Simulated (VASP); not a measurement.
# GaSb (F-43m) in VASP: notebook, part 3 of 3

VASP 6.6.1.

**4. Electric field gradients, PBE**

This run uses another cell than the first one, of 28.62 Å³/atom, 1.063 times its volume.

File INCAR:

```
ALGO = Normal
EDIFF = 1E-8
ENCUT = 520
GGA = PE
ISIF = 2
ISMEAR = -1
LASPH = T
LCHARG = F
LEFG = T
LREAL = F
LWAVE = F
NBANDS = 16
NELM = 80
PREC = Accurate
SIGMA = 0.05
```

File KPOINTS:

```
k-points
0
Gamma
  9 9 9
```

File POSCAR:

```
GaSb
1.0
    0.0000000000      3.0590000000      3.0590000000
    3.0590000000      0.0000000000      3.0590000000
    3.0590000000      3.0590000000      0.0000000000
Ga Sb
1 1
Direct
    0.0000000000      0.0000000000      0.0000000000
    0.7500000000      0.7500000000      0.7500000000
```

Potentials or basis: VASP PAW PBE potentials, release 64 (Ga_d, Sb).

The run is started by

```
cat potpaw_PBE.64/Ga_d/POTCAR potpaw_PBE.64/Sb/POTCAR > POTCAR
mpirun -np 1 vasp_std > vasp.out
```

OUTCAR:

```text
EDIFF = 1E-8
   ENCUT = 520
   GGA = PE
   ISIF = 2
   ISMEAR = -1
   LASPH = T
   LREAL = F
   NELM = 80
   PREC = Accurate

 ion  position               nearest neighbor table
   1  0.000  0.000  0.000-   2 2.65   2 2.65   2 2.65   2 2.65
   2  0.750  0.750  0.750-   1 2.65   1 2.65   1 2.65   1 2.65

  LATTYP: Found a face centered cubic cell.
 ALAT       =     6.1180000000

  Lattice vectors:

 A1 = (   0.0000000000,   3.0590000000,   3.0590000000)
 A2 = (   3.0590000000,   0.0000000000,   3.0590000000)
 A3 = (   3.0590000000,   3.0590000000,   0.0000000000)

Analysis of symmetry for initial positions (statically):
=====================================================================
 Subroutine PRICEL returns:
 Original cell was already a primitive cell.

 Routine SETGRP: Setting up the symmetry group for a
 face centered cubic supercell.

 Subroutine GETGRP returns: Found 24 space group operations
 (whereof 24 operations were pure point group operations)
 out of a pool of 48 trial point group operations.

The static configuration has the point symmetry T_d .

Analysis of symmetry for dynamics (positions and initial velocities):
=====================================================================
 Subroutine PRICEL returns:
 Original cell was already a primitive cell.

 Routine SETGRP: Setting up the symmetry group for a
 face centered cubic supercell.

 Subroutine GETGRP returns: Found 24 space group operations
 (whereof 24 operations were pure point group operations)
 out of a pool of 48 trial point group operations.

The dynamic configuration has the point symmetry T_d .

 Subroutine INISYM returns: Found 24 space group operations
 (whereof 24 operations are pure point group operations),
 and found     1 'primitive' translations

----------------------------------------------------------------------------------------

                                     Primitive cell

  volume of cell :      57.2491

  direct lattice vectors                    reciprocal lattice vectors
     0.000000000  3.059000000  3.059000000    -0.163452109  0.163452109  0.163452109
     3.059000000  0.000000000  3.059000000     0.163452109 -0.163452109  0.163452109
     3.059000000  3.059000000  0.000000000     0.163452109  0.163452109 -0.163452109

  length of vectors
     4.326079287  4.326079287  4.326079287     0.283107357  0.283107357  0.283107357

  position of ions in fractional coordinates (direct lattice)
     0.000000000  0.000000000  0.000000000
     0.750000000  0.750000000  0.750000000

  ion indices of the primitive-cell ions
   primitive index   ion index
                 1           1
                 2           2

----------------------------------------------------------------------------------------

 KPOINTS: k-points

Automatic generation of k-mesh.
 Grid dimensions read from file:
 generate k-points for:    9    9    9

 Generating k-lattice:

[... 63 lines left out ...]
   EDIFFG = 0.1E-06   stopping-criterion for IOM
   NSW    =      0    number of steps for IOM
   IBRION =     -1    ionic relax: 0-MD 1-quasi-New 2-CG
   NFREE  =      0    steps in history (QN), initial steepest desc. (CG)
   ISIF   =      2    stress and relaxation
   ISYM   =      2    0-nonsym 1-usesym 2-fastsym
   POTIM  = 0.5000    time-step for ionic-motion
   TEBEG  =    0.0;   TEEND  =   0.0 temperature during run
   PSTRESS=    0.0 pullay stress
   NELECT =      18.0000    total number of electrons
   NUPDOWN=      -1.0000    fix difference up-down
   EMIN   =  10.00;   EMAX   =-10.00  energy-range for DOS
   EFERMI =   0.00;   METHOD = LEGACY
   ISMEAR =    -1;   SIGMA  =   0.05  broadening in eV -4-tet -1-fermi 0-gaus
   EFERMI_NEDOS =   21; number of points for ismear=-14 and -15
   IALGO  =     38    algorithm
   IMIX   =      4    mixing-type and parameters
     AMIX     =   0.40;   BMIX     =  1.00
     AMIX_MAG =   1.60;   BMIX_MAG =  1.00
  volume/ion in A,a.u.               =      28.62       193.17
  Fermi-wavevector in a.u.,A,eV,Ry     =   1.113208  2.103657 16.860766  1.239231
  Thomas-Fermi vector in A             =   2.249790
   LORBIT       =      0    0 simple, 1 ext, 2 COOP (PROOUT), +10 PAW based schemes
   GGA     = PE    functional components
   LHFCALC =     F    Hartree Fock is set to
   AEXX    =    0.0000 exact exchange contribution
   IVDW    =     0    specifies the selected vdW correction
   LEPSILON=     F    determine dielectric tensor
   LRPA    =     F    only Hartree local field effects (RPA)
 non-spin polarized calculation
  energy-cutoff  :      520.00
  volume of cell :       57.25
 maximum number of plane-waves:      1558
   NGX = 17   NGY = 17   NGZ = 17

 number of electron      17.9999986 magnetization

 Free energy of the ion-electron system (eV)
  ---------------------------------------------------
  ext. energy  EPLUGINS =         0.00000000
  ---------------------------------------------------
  free energy    TOTEN  =        -7.34963971 eV

  energy without entropy =       -7.34925943  energy(sigma->0) =       -7.34944957

 E-fermi :   4.9411     XC(G=0):  -9.0890

 val. band max:        4.9065120009   @ k =   0.0000   0.0000   0.0000
 cond. band min:       5.2952084091   @ k =   0.4444   0.0000   0.0000
 fundamental gap:      0.3886964081
 Fermi energy:         4.9410997674

 k-point     1 :       0.0000    0.0000    0.0000
  band No.  band energies     occupation
      1     -10.1639      2.00000
      2     -10.1639      2.00000
      3     -10.1639      2.00000
      4     -10.1142      2.00000
      5     -10.1142      2.00000
      6      -6.6062      2.00000
[... 433 lines left out ...]
      3     -10.1400      2.00000
      4     -10.1258      2.00000
      5     -10.1102      2.00000
      6      -4.3329      2.00000
[... 8 lines left out ...]
     15      15.9734      0.00000
     16      16.0568      0.00000

 [... further k-points ...]
[... 5 lines left out ...]
  --------------------------------------------------------------------------------------
  -------------------------------------------------------------------------------------
  Total        0.8631852      0.8631852      0.8631852      0.0000000     -0.0000000      0.0000000
  in kB       24.1571740     24.1571740     24.1571740      0.0000000     -0.0000000      0.0000000
  external PRESSURE =      24.1571740 kB  Pullay stress =       0.0000000 kB

 VOLUME and BASIS-vectors are now :
 -----------------------------------------------------------------------------
  energy-cutoff  :      520.00
  volume of cell :       57.25
      direct lattice vectors                 reciprocal lattice vectors
     0.000000000  3.059000000  3.059000000    -0.163452109  0.163452109  0.163452109
     3.059000000  0.000000000  3.059000000     0.163452109 -0.163452109  0.163452109
     3.059000000  3.059000000  0.000000000     0.163452109  0.163452109 -0.163452109

 POSITION                                       TOTAL-FORCE (eV/Angst)
 -----------------------------------------------------------------------------------
      0.00000      0.00000      0.00000         0.000000      0.000000      0.000000
      4.58850      4.58850      4.58850        -0.000000     -0.000000     -0.000000
 -----------------------------------------------------------------------------------
    total drift:                               -0.000002     -0.000002     -0.000002

  FREE ENERGIE OF THE ION-ELECTRON SYSTEM (eV)
  ---------------------------------------------------
  free  energy   TOTEN  =        -7.3496397135 eV

  energy  without entropy=       -7.3492594270  energy(sigma->0) =       -7.34944957

 Electric field gradients (V/A^2)
---------------------------------------------------------------------
 ion       V_xx      V_yy      V_zz      V_xy      V_xz      V_yz
---------------------------------------------------------------------
   1      -0.000     0.000     0.000    -0.001    -0.001    -0.001
   2       0.000    -0.000    -0.000     0.000     0.000     0.000
---------------------------------------------------------------------

 Electric field gradients after diagonalization (V/A^2)
 (convention: |V_zz| > |V_xx| > |V_yy|)
----------------------------------------------------------------------
 ion       V_xx      V_yy      V_zz     asymmetry (V_yy - V_xx)/ V_zz
----------------------------------------------------------------------
   1       0.001     0.001    -0.002       0.000
   2      -0.000    -0.000     0.000       0.000
----------------------------------------------------------------------

           NMR quadrupolar parameters

 Cq : quadrupolar parameter    Cq=e*Q*V_zz/h
 eta: asymmetry parameters     (V_yy - V_xx)/ V_zz
 Q  : nuclear electric quadrupole moment in mb (millibarn)
----------------------------------------------------------------------
 ion       Cq(MHz)       eta       Q (mb)
----------------------------------------------------------------------
   1      -0.000       0.000       1.000
   2       0.000       0.000       1.000
----------------------------------------------------------------------
```

stdout:

```text
POSCAR found type information on POSCAR GaSb
 POSCAR found :  2 types and       2 ions
 scaLAPACK will be used
 LDA part: xc-table for (Slater+PW92), standard interpolation
 POSCAR, INCAR and KPOINTS ok, starting setup
 FFT: planning ... GRIDC
 FFT: planning ... GRID_SOFT
 FFT: planning ... GRID
 WAVECAR not read
 entering main loop
ion   1

ion   2
```

Wall time 38 s (1 thread of Intel Xeon Platinum 8375C at 2.90GHz (Ice Lake), shared host); peak memory 0.19 GiB.

Results:

```yaml
Free_energy: -7.3496 eV
Pressure: 2.4 GPa
```

Levels at points of the mesh, in eV from the Fermi level:
```
           k point  band 6  band 7  band 8  band 9  band 10  band 11  band 12  band 13
(0.00, 0.00, 0.00)  -11.55   -0.07   -0.07   -0.07    -0.03     2.71     2.71     2.71
```

Caveat: without QUAD_EFG the Cq values of the log hold for a quadrupole moment of 1 mb, not for the nuclei; spin-orbit coupling is left out, which moves the levels of the heavy elements.

**5. Electric field gradients, PBE (volume scaled by 1.03)**

File INCAR:

```
SYSTEM = GaSb
ALGO = Normal
EDIFF = 1E-8
ENCUT = 520
GGA = PE
ISIF = 2
ISMEAR = -1
LASPH = .TRUE.
LCHARG = .FALSE.
LEFG = .TRUE.
LREAL = .FALSE.
LWAVE = .FALSE.
NBANDS = 16
NELM = 100
PREC = Accurate
SIGMA = 0.05
```

File KPOINTS:

```
k-points
0
G
  9 9 9
  0 0 0
```

File POSCAR:

```
GaSb
1.0
    0.0000000000      3.0892890986      3.0892890986
    3.0892890986      0.0000000000      3.0892890986
    3.0892890986      3.0892890986      0.0000000000
Ga Sb
1 1
Direct
    0.0000000000      0.0000000000      0.0000000000
    0.7500000000      0.7500000000      0.7500000000
```

Potentials or basis: VASP PAW PBE potentials, release 64 (Ga_d, Sb).

The run is started by

```
cat potpaw_PBE.64/Ga_d/POTCAR potpaw_PBE.64/Sb/POTCAR > POTCAR
mpirun -np 1 vasp_std > vasp.out
```

OUTCAR:

```text
SYSTEM = GaSb
   EDIFF = 1E-8
   ENCUT = 520
   GGA = PE
   ISIF = 2
   ISMEAR = -1
   LASPH = .TRUE.
   LREAL = .FALSE.
   NELM = 100
   PREC = Accurate

 ion  position               nearest neighbor table
   1  0.000  0.000  0.000-   2 2.68   2 2.68   2 2.68   2 2.68
   2  0.750  0.750  0.750-   1 2.68   1 2.68   1 2.68   1 2.68

  LATTYP: Found a face centered cubic cell.
 ALAT       =     6.1785781972

  Lattice vectors:

 A1 = (   0.0000000000,   3.0892890986,   3.0892890986)
 A2 = (   3.0892890986,   0.0000000000,   3.0892890986)
[... 667 lines left out ...]
  ---------------------------------------------------
  free  energy   TOTEN  =        -7.3671190741 eV

  energy  without entropy=       -7.3667089014  energy(sigma->0) =       -7.36691399

 Electric field gradients (V/A^2)
---------------------------------------------------------------------
 ion       V_xx      V_yy      V_zz      V_xy      V_xz      V_yz
---------------------------------------------------------------------
   1       0.000    -0.000    -0.000     0.001     0.001     0.001
   2       0.000     0.000     0.000     0.000     0.000     0.000
---------------------------------------------------------------------

 Electric field gradients after diagonalization (V/A^2)
 (convention: |V_zz| > |V_xx| > |V_yy|)
----------------------------------------------------------------------
 ion       V_xx      V_yy      V_zz     asymmetry (V_yy - V_xx)/ V_zz
----------------------------------------------------------------------
   1      -0.001    -0.001     0.001       0.000
   2      -0.000    -0.000     0.000       0.000
----------------------------------------------------------------------

           NMR quadrupolar parameters

 Cq : quadrupolar parameter    Cq=e*Q*V_zz/h
 eta: asymmetry parameters     (V_yy - V_xx)/ V_zz
 Q  : nuclear electric quadrupole moment in mb (millibarn)
----------------------------------------------------------------------
 ion       Cq(MHz)       eta       Q (mb)
----------------------------------------------------------------------
   1       0.000       0.000       1.000
   2       0.000       0.000       1.000
----------------------------------------------------------------------
```

stdout:

```text
POSCAR found type information on POSCAR GaSb
 POSCAR found :  2 types and       2 ions
 scaLAPACK will be used
 LDA part: xc-table for (Slater+PW92), standard interpolation
 POSCAR, INCAR and KPOINTS ok, starting setup
 FFT: planning ... GRIDC
 FFT: planning ... GRID_SOFT
 FFT: planning ... GRID
 WAVECAR not read
 entering main loop
ion   1

ion   2
```

It took 38 s on 1 thread of Intel Xeon Platinum 8375C at 2.90GHz (Ice Lake), shared host; peak memory 0.19 GiB.

Results:

```
Free energy            : -7.3671 eV
Pressure               : 0.9 GPa
Band gap on the k mesh : zero (filled and empty bands touch)
```

Levels at points of the mesh, in eV from the Fermi level:
```
           k point  band 5  band 6  band 7  band 8  band 9  band 10  band 11  band 12  band 13  band 14
(0.00, 0.00, 0.00)  -14.98  -11.32   -0.22   -0.05   -0.05    -0.05     2.74     2.74     2.74     5.73
```

Caveat: the cell differs from its parent crystal (volume scaled by 1.03); without QUAD_EFG the Cq values of the log hold for a quadrupole moment of 1 mb, not for the nuclei; spin-orbit coupling is left out, which moves the levels of the heavy elements.

**6. Overview**

```tsv
cell	gap on the mesh (eV)	pressure (GPa)
a = 4.239 Å, angles 60.0°, 2 atoms	0.48	6.3
a = 4.282 Å, angles 60.0°, 2 atoms	0.26	4.2
a = 4.326 Å, angles 60.0°, 2 atoms	-	2.4
a = 4.369 Å, angles 60.0°, 2 atoms	none	0.9
```

Alike in all rows: task electric field gradients; level PBE; potentials or basis VASP PAW PBE potentials, release 64 (Ga_d, Sb); no spin polarisation; k mesh 9 × 9 × 9; cutoff (eV) 520; smearing fermi-dirac 0.05 eV.

Caveats: spin-orbit coupling is left out, which moves the levels of the heavy elements.

Total energies depend on the potentials used, so only differences within one code and one set of settings carry meaning.
